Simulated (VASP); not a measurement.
# CaO: single point with HSE06

CaO:

```
CELL_PARAMETERS angstrom
0.00000 2.60673 2.60673
2.60673 0.00000 2.60673
2.60673 2.60673 0.00000
ATOMIC_POSITIONS crystal
Ca 0.00000 0.00000 0.00000
O 0.25000 0.25000 0.25000
```

- Program: VASP 6.6.1
- Task: single point
- Functional: HSE06
- Potentials or basis: VASP PAW PBE potentials, release 64 (Ca_sv, O)
- Cutoff: 520 eV
- k mesh: 6 × 6 × 6
- Occupations: gaussian, width 0.01 eV
- Spin: no spin polarisation
- Dipole correction: no
- Grid for exact exchange (PRECFOCK): Normal
- Further INCAR settings: ALGO = Normal; EDIFF = 1e-06; NBANDS = 15
- Share of exact exchange: 0.25
- Screening parameter: 0.2079 1/Å

* Pressure: 0.6 GPa
* Band gap on the k mesh: 4.71 eV (least direct gap 5.33 eV)

Levels at points of the mesh, in eV from the valence-band top:
| k point | band 5 | band 6 | band 7 | band 8 | band 9 | band 10 | band 11 | band 12 |
| --- | --- | --- | --- | --- | --- | --- | --- | --- |
| (0.00, 0.00, 0.00) | -16.23 | -0.62 | -0.62 | -0.62 | 4.71 | 10.11 | 10.11 | 11.81 |
| (0.50, 0.00, 0.00) | -15.44 | -1.05 | -0.35 | -0.35 | 7.85 | 9.80 | 9.93 | 9.93 |
| (0.50, 0.50, 0.00) | -15.21 | -1.49 | 0.00 | 0.00 | 6.52 | 8.44 | 11.32 | 11.57 |

It took 60 min on 1 thread of AMD EPYC 7R43 64-Core Processor (Zen 3) (shared host), peak memory 0.24 GiB.

Caveat: the PAW data sets were made with another functional, which shifts forces and pressure a little. A k mesh can miss the band edges.
